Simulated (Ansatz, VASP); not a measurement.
**One calculation of HfN, two programs**

The input INCAR:

```
ALGO = Normal
EDIFF = 1E-6
ENCUT = 520
GGA = PE
ISIF = 2
ISMEAR = -1
LASPH = T
LCHARG = F
LREAL = F
LWAVE = F
NBANDS = 14
NELM = 80
PREC = Accurate
SIGMA = 0.05
```

The input KPOINTS:

```
k-points
0
Gamma
  14 14 14
```

File POSCAR:

```
HfN
1.0
    2.3146800532      0.0000000000      0.0000000000
    0.0000000000      2.3146800532      0.0000000000
    0.0000000000      0.0000000000      2.3146800532
Hf N
1 1
Direct
    0.0000000000      0.0000000000      0.0000000000
    0.5000000000      0.5000000000      0.5000000000
```

Input for Ansatz:

```yaml
crystal:
  lattice:
    - [2.3146800532, 0.0, 0.0]
    - [0.0, 2.3146800532, 0.0]
    - [0.0, 0.0, 2.3146800532]
  atoms:
    - { symbol: Hf, position: [0.0, 0.0, 0.0] }
    - { symbol: "N", position: [0.5, 0.5, 0.5] }
kpoints:
  mp_grid: { grid: [14, 14, 14] }
scf:
  occupations: { method: fermi_dirac, width: 0.05 }
hamiltonian:
  xc: pbe
  pseudopotentials: { kind: all_electron, datasets: crystal }
output:
  forces: true
  stress: true
  eigenvalues: true
```

Change from the starting cell: volume scaled by 0.55, crystal datasets.

Alike in both runs: task single point; functional PBE; k mesh 14 × 14 × 14; occupations fermi-dirac, width 0.05 eV; no spin polarisation.

```csv
,VASP,Ansatz
version,VASP 6.6.1,Ansatz 0.2.0
potentials or method,"VASP PAW PBE potentials, release 64 (Hf_pv, N), cutoff 520 eV","all-electron PAW with datasets made for the crystal, scalar-relativistic"
```

|  | VASP | Ansatz | Ansatz less VASP |
| --- | --- | --- | --- |
| pressure (GPa) | 489.3 | 499.5 | +10.16 |

Both programs put the cell under a high pressure, so it lies far from rest at this level. Ansatz ran all-electron here, and VASP with PAW potentials.

Neither program's run includes spin-orbit coupling. Noted on VASP's run: the cell as given lies far from equilibrium.
